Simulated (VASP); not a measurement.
Write the native input for VASP 6.6.1 that does the following.

- Task: single point
- Functional: r2SCAN
- Potentials or basis: VASP PAW PBE potentials, release 64 (Ga_d, N_h)
- Cutoff: 910 eV
- k mesh: 10 × 10 × 10
- Occupations: gaussian, width 0.01 eV
- Spin: no spin polarisation
- Dipole correction: no
- Second run: hard_potentials
- Further INCAR settings: ALGO = Normal; EDIFF = 1e-06; NBANDS = 16

Crystal: GaN.

```
Ga N
1.0
     0.00000    2.24895    2.24895
     2.25997    0.00000    2.24895
     2.25997    2.24895    0.00000
Ga N
1 1
Direct
  0.00000 0.00000 0.00000
  0.75000 0.75000 0.75000
```

This cell differs from its parent crystal: uniaxial x strain +0.5%.

The input as run:

POSCAR

```
GaN
1.0
    0.0000000000      2.2489526240      2.2489526240
    2.2599724918      0.0000000000      2.2489526240
    2.2599724918      2.2489526240      0.0000000000
Ga N
1 1
Direct
    0.0000000000      0.0000000000      0.0000000000
    0.7500000000      0.7500000000      0.7500000000
```

INCAR.step1

```
ALGO = Normal
EDIFF = 1E-5
ENCUT = 910
GGA = PE
GGA_COMPAT = F
ISMEAR = 0
LASPH = T
LCHARG = F
LREAL = F
LWAVE = T
NBANDS = 16
NELM = 120
PREC = Accurate
SIGMA = 0.01
```

INCAR.step2

```
ALGO = Normal
EDIFF = 1E-6
ENCUT = 910
GGA_COMPAT = F
ISIF = 2
ISMEAR = 0
ISTART = 1
LASPH = T
LCHARG = T
LELF = T
LMIXTAU = T
LREAL = F
LVHAR = T
LWAVE = F
METAGGA = R2SCAN
NBANDS = 16
NELM = 120
PREC = Accurate
SIGMA = 0.01
```

KPOINTS

```
k-points
0
Gamma
  10 10 10
```

Potentials or basis: VASP PAW PBE potentials, release 64 (Ga_d, N_h).

Command:

```sh
$ cat potpaw_PBE.64/Ga_d/POTCAR potpaw_PBE.64/N_h/POTCAR > POTCAR
$ cp INCAR.step1 INCAR
$ mpirun -np 1 vasp_std > vasp.out
$ cp INCAR.step2 INCAR
$ mpirun -np 1 vasp_std > vasp.out
```

It gave:

The pressure is 0.1 GPa. The band gap on the k mesh is 2.12 eV, direct.

Caveat: the cell differs from its parent crystal (uniaxial x strain +0.5%); the cutoff is under 1.25 times the usual one of these potentials, so pressure, stress and relaxed cells hold a basis-set (Pulay) error; the PAW data sets were made with another functional, which shifts forces and pressure a little.

Wall time 82 s on 1 thread of Intel(R) Xeon(R) 6975P-C (Granite Rapids) (shared host), peak memory 0.24 GiB.
